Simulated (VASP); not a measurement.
# FeCo3 (Pm-3m) in VASP: further runs

Runs on FeCo3. Level: r2SCAN. Tasks: single point.

Program: VASP 6.6.1. These are calculated values, not measurements. Logs are shortened: lines on timing, memory, paths and dates and some standing lists are left out, and cuts for length are marked.

**1. The cell of the first run**

The structure is cubic, space group Pm-3m (No. 221). Conventional cell: a = 3.651 Å, b = 3.651 Å, c = 3.651 Å, α = 90.00°, β = 90.00°, γ = 90.00°. Within 3.4 Å of Fe (site symmetry m-3m) lie 12 Co at 2.58 Å. Within 3.4 Å of Co (site symmetry 4/mmm) lie 4 Fe at 2.58 Å and 8 Co at 2.58 Å.

**2. Single point, r2SCAN, collinear spin, ferromagnetic start (12.17 Å³/atom)**

Input file POSCAR:

```
FeCo3
1.0
    3.6512705547      0.0000000000      0.0000000000
    0.0000000000      3.6512705547      0.0000000000
    0.0000000000      0.0000000000      3.6512705547
Fe Co
1 3
Direct
    0.0000000000      0.0000000000      0.0000000000
    0.5000000000      0.5000000000      0.0000000000
    0.5000000000      0.0000000000      0.5000000000
    0.0000000000      0.5000000000      0.5000000000
```

Input file INCAR.step1:

```
ALGO = Normal
EDIFF = 1E-4
ENCUT = 520
GGA = PE
ISMEAR = 0
ISPIN = 2
LASPH = True
LCHARG = False
LMAXMIX = 4
LREAL = False
LWAVE = True
MAGMOM = 3.21 2.09 2.09 2.09
NBANDS = 30
NELM = 150
PREC = Accurate
SIGMA = 0.1
```

Input file INCAR.step2:

```
ALGO = Normal
EDIFF = 1E-7
ENCUT = 520
ISIF = 2
ISMEAR = 0
ISPIN = 2
ISTART = 1
LASPH = True
LCHARG = False
LMAXMIX = 4
LMIXTAU = True
LORBIT = 11
LREAL = False
LWAVE = False
MAGMOM = 3.21 2.09 2.09 2.09
METAGGA = R2SCAN
NBANDS = 30
NELM = 150
PREC = Accurate
SIGMA = 0.1
```

Input file KPOINTS:

```
k-points
0
Gamma
  12 12 12
```

Potentials or basis: VASP PAW PBE potentials, release 64 (Fe, Co).

On the command line:

```
$ cat potpaw_PBE.64/Fe/POTCAR potpaw_PBE.64/Co/POTCAR > POTCAR
$ cp INCAR.step1 INCAR
$ mpirun -np 1 vasp_std > vasp.out
$ cp INCAR.step2 INCAR
$ mpirun -np 1 vasp_std > vasp.out
```

OUTCAR:

```text
EDIFF = 1E-7
   ENCUT = 520
   ISIF = 2
   ISMEAR = 0
   ISPIN = 2
   ISTART = 1
   LASPH = True
   LORBIT = 11
   LREAL = False
   METAGGA = R2SCAN
   NELM = 150
   PREC = Accurate

 ion  position               nearest neighbor table
   1  0.000  0.000  0.000-   2 2.58   3 2.58   4 2.58   3 2.58   4 2.58   2 2.58   4 2.58   4 2.58
                             2 2.58   3 2.58   3 2.58   2 2.58
   2  0.500  0.500  0.000-   1 2.58   3 2.58   4 2.58   3 2.58   4 2.58   1 2.58   3 2.58   3 2.58
                             1 2.58   4 2.58   4 2.58   1 2.58
   3  0.500  0.000  0.500-   1 2.58   2 2.58   4 2.58   1 2.58   2 2.58   2 2.58   4 2.58   2 2.58
                             1 2.58   4 2.58   1 2.58   4 2.58
   4  0.000  0.500  0.500-   1 2.58   2 2.58   3 2.58   1 2.58   2 2.58   1 2.58   3 2.58   1 2.58
                             2 2.58   3 2.58   2 2.58   3 2.58

  LATTYP: Found a simple cubic cell.
 ALAT       =     3.6512705547

  Lattice vectors:

 A1 = (   3.6512705547,   0.0000000000,   0.0000000000)
 A2 = (   0.0000000000,   3.6512705547,   0.0000000000)
 A3 = (   0.0000000000,   0.0000000000,   3.6512705547)

Analysis of symmetry for initial positions (statically):
=====================================================================
 Subroutine PRICEL returns:
 Original cell was already a primitive cell.

 Routine SETGRP: Setting up the symmetry group for a
 simple cubic supercell.

 Subroutine GETGRP returns: Found 48 space group operations
 (whereof 48 operations were pure point group operations)
 out of a pool of 48 trial point group operations.

The static configuration has the point symmetry O_h .

Analysis of symmetry for dynamics (positions and initial velocities):
=====================================================================
 Subroutine PRICEL returns:
 Original cell was already a primitive cell.

 Routine SETGRP: Setting up the symmetry group for a
 simple cubic supercell.

 Subroutine GETGRP returns: Found 48 space group operations
 (whereof 48 operations were pure point group operations)
 out of a pool of 48 trial point group operations.

The dynamic configuration has the point symmetry O_h .

Analysis of structural, dynamic, and magnetic symmetry:
=====================================================================
 Subroutine PRICEL returns:
 Original cell was already a primitive cell.

 Routine SETGRP: Setting up the symmetry group for a
[... 135 lines left out ...]
   METAGGA = R2SCAN    functional components
   LHFCALC =     F    Hartree Fock is set to
   AEXX    =    0.0000 exact exchange contribution
   IVDW    =     0    specifies the selected vdW correction
   LEPSILON=     F    determine dielectric tensor
   LRPA    =     F    only Hartree local field effects (RPA)
 spin polarized calculation
 Gauss-broadening in eV      SIGMA  =   0.10
  energy-cutoff  :      520.00
  volume of cell :       48.68
 maximum number of plane-waves:      1357
 NGX is ok and might be reduce to    28
   NGX = 13   NGY = 13   NGZ = 13

 number of electron      34.9999988 magnetization       8.3548984

 Free energy of the ion-electron system (eV)
  ---------------------------------------------------
  ext. energy  EPLUGINS =         0.00000000
  ---------------------------------------------------
  free energy    TOTEN  =       -53.88946843 eV

  energy without entropy =      -53.87712513  energy(sigma->0) =      -53.88329678

 E-fermi :   8.1277     XC(G=0): -13.8811

 val. band max:        8.1192242180   @ k =   0.5000   0.3333   0.2500
 cond. band min:       8.1328529377   @ k =   0.1667   0.1667   0.0833
 fundamental gap:      0.0136287197
 Fermi energy:         8.1276800624

 spin component 1

 k-point     1 :       0.0000    0.0000    0.0000
  band No.  band energies     occupation
      1      -0.7507      1.00000
      2       2.3937      1.00000
      3       2.3937      1.00000
      4       2.5024      1.00000
      5       3.1498      1.00000
      6       3.1498      1.00000
[... 757 lines left out ...]
     28      19.7127      0.00000
     29      20.3068      0.00000

 [... further k-points ...]

 spin component 2

 k-point     1 :       0.0000    0.0000    0.0000
  band No.  band energies     occupation
      1      -1.2460      1.00000
      2       4.6902      1.00000
      3       4.7036      1.00000
      4       4.7036      1.00000
      5       4.9712      1.00000
      6       4.9714      1.00000
[... 757 lines left out ...]
     28      20.5967      0.00000
     29      21.0355      0.00000

 [... further k-points ...]

 [bands above 29 left out]

------------------------ aborting loop because EDIFF is reached ----------------------------------------

  FORCE on cell =-STRESS in cart. coord.  units (eV):
  Direction    XX          YY          ZZ          XY          YZ          ZX
  --------------------------------------------------------------------------------------
  -------------------------------------------------------------------------------------
  Total       -4.7718989     -4.7718989     -4.7718989     -0.0000000      0.0000000     -0.0000000
  in kB     -157.0615112   -157.0615112   -157.0615112     -0.0000000      0.0000000     -0.0000000
  external PRESSURE =    -157.0615112 kB  Pullay stress =       0.0000000 kB

 VOLUME and BASIS-vectors are now :
 -----------------------------------------------------------------------------
  energy-cutoff  :      520.00
  volume of cell :       48.68
      direct lattice vectors                 reciprocal lattice vectors
     3.651270555  0.000000000  0.000000000     0.273877267  0.000000000  0.000000000
     0.000000000  3.651270555  0.000000000     0.000000000  0.273877267  0.000000000
     0.000000000  0.000000000  3.651270555     0.000000000  0.000000000  0.273877267

 POSITION                                       TOTAL-FORCE (eV/Angst)
 -----------------------------------------------------------------------------------
      0.00000      0.00000      0.00000         0.000000      0.000000      0.000000
      1.82564      1.82564      0.00000         0.000000      0.000000      0.000000
      1.82564      0.00000      1.82564         0.000000      0.000000      0.000000
      0.00000      1.82564      1.82564         0.000000      0.000000      0.000000
 -----------------------------------------------------------------------------------
    total drift:                                0.000000      0.000000      0.000000

  FREE ENERGIE OF THE ION-ELECTRON SYSTEM (eV)
  ---------------------------------------------------
  free  energy   TOTEN  =       -53.8894684303 eV

  energy  without entropy=      -53.8771251266  energy(sigma->0) =      -53.88329678

 total charge

# of ion       s       p       d       tot
------------------------------------------
    1        0.454   0.489   6.075   7.018
    2        0.474   0.483   7.169   8.126
    3        0.474   0.483   7.169   8.126
    4        0.474   0.483   7.169   8.126
--------------------------------------------------
tot          1.875   1.938  27.582  31.395

 magnetization (x)

# of ion       s       p       d       tot
------------------------------------------
    1        0.011  -0.053   3.039   2.998
    2       -0.009  -0.072   1.969   1.888
    3       -0.009  -0.072   1.969   1.888
    4       -0.009  -0.072   1.969   1.888
--------------------------------------------------
tot         -0.016  -0.268   8.946   8.661
```

OUTCAR.step1:

```text
EDIFF = 1E-4
   ENCUT = 520
   GGA = PE
   ISMEAR = 0
[... 1792 lines left out ...]
      0.00000      0.00000      0.00000         0.000000      0.000000      0.000000
      1.82564      1.82564      0.00000         0.000000      0.000000      0.000000
      1.82564      0.00000      1.82564         0.000000      0.000000      0.000000
      0.00000      1.82564      1.82564         0.000000      0.000000      0.000000
 -----------------------------------------------------------------------------------
    total drift:                                0.000000      0.000000      0.000000

  FREE ENERGIE OF THE ION-ELECTRON SYSTEM (eV)
  ---------------------------------------------------
  free  energy   TOTEN  =       -29.0990547176 eV

  energy  without entropy=      -29.0801276086  energy(sigma->0) =      -29.08959116
```

Wall time 17 min (1 thread of Intel Xeon 8259CL, shared host); peak memory 0.32 GiB.

Results:

| Item | Value |
| --- | --- |
| Free energy | -53.8895 eV |
| Pressure | -15.7 GPa |
| Net moment | 8.35 μB per cell |
| Site moments | Fe +3.00; Co +1.89 μB |
| Valence electrons inside the program's atomic spheres | Fe 7.02; Co 8.13 |

Caveat: the cell stands under tension; the PAW data sets were made with another functional, which shifts forces and pressure a little.

(Continued in part 2 of 2.)
